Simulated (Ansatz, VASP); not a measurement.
## Two plane-wave programs on AgCl

The input INCAR:

```
  ALGO = Normal
  EDIFF = 1E-7
  ENCUT = 520
  GGA = PE
  ISIF = 2
  ISMEAR = -1
  LASPH = T
  LCHARG = T
  LELF = T
  LREAL = F
  LVHAR = T
  LWAVE = F
  NBANDS = 26
  NELM = 100
  PREC = Accurate
  SIGMA = 0.02
```

File KPOINTS:

```
k-points
0
Gamma
  6 6 4
```

Contents of POSCAR:

```
AgCl
1.0
    4.5183985972     -0.0108441567      0.0000000000
   -2.2685906137      3.9184700479      0.0000000000
    0.0000000000      0.0000000000      5.7230261441
Ag Cl
2 2
Direct
    0.3335898028      0.6666586154      0.2500000000
    0.6664101972      0.3333413846      0.7500000000
    0.6653618388      0.3333183723      0.2500000000
    0.3346381612      0.6666816277      0.7500000000
```

Input for Ansatz:

```yaml
crystal:
  lattice:
    - [4.5183985972, -0.0108441567, 0.0]
    - [-2.2685906137, 3.9184700479, 0.0]
    - [0.0, 0.0, 5.7230261441]
  atoms:
    - { symbol: Ag, position: [0.3335898028, 0.6666586154, 0.25] }
    - { symbol: Ag, position: [0.6664101972, 0.3333413846, 0.75] }
    - { symbol: Cl, position: [0.6653618388, 0.3333183723, 0.25] }
    - { symbol: Cl, position: [0.3346381612, 0.6666816277, 0.75] }
kpoints:
  mp_grid: { grid: [6, 6, 4] }
  band_path:
    path:
      - [0.0, 0.0, 0.0]
      - [0.5, 0.0, 0.0]
      - [0.3333333333, 0.3333333333, 0.0]
      - [0.0, 0.0, 0.5]
      - [0.5, 0.0, 0.5]
      - [0.3333333333, 0.3333333333, 0.5]
      - [0.333333, 0.338542, -0.5]
    npoints: 1
hamiltonian:
  xc: pbe
scf:
  occupations: { method: fermi_dirac, width: 0.02 }
  n_extra_bands: 5
output:
  forces: true
  stress: true
  eigenvalues: true
```

Change from the starting cell: shear_xy strain -0.5%.

Alike in both runs: task single point; functional PBE; k mesh 6 × 6 × 4; occupations fermi-dirac, width 0.02 eV; no spin polarisation.

|  | VASP | Ansatz |
| --- | --- | --- |
| version | VASP 6.6.1 | Ansatz 0.2.0 |
| potentials or method | VASP PAW PBE potentials, release 64 (Ag, Cl) | plane waves, PAW |
| plane-wave cutoff (eV) | 520 | 420 |
| valence electrons in the cell | 36 | 52 |

Ansatz gave:

```
gap on the k mesh at the Fermi level (eV)                     : 1.37
pressure (GPa)                                                : 1.3
traceless stress, the component that is largest in VASP (GPa) : 0.28
```

What did VASP give for the same quantities?

gap on the k mesh at the Fermi level (eV): 1.36; pressure (GPa): 1.1; traceless stress, the component that is largest in VASP (GPa): 0.30.

VASP's potentials hold 36 valence electrons a cell and Ansatz's 52, so a difference there can come from the potentials and not from the codes.
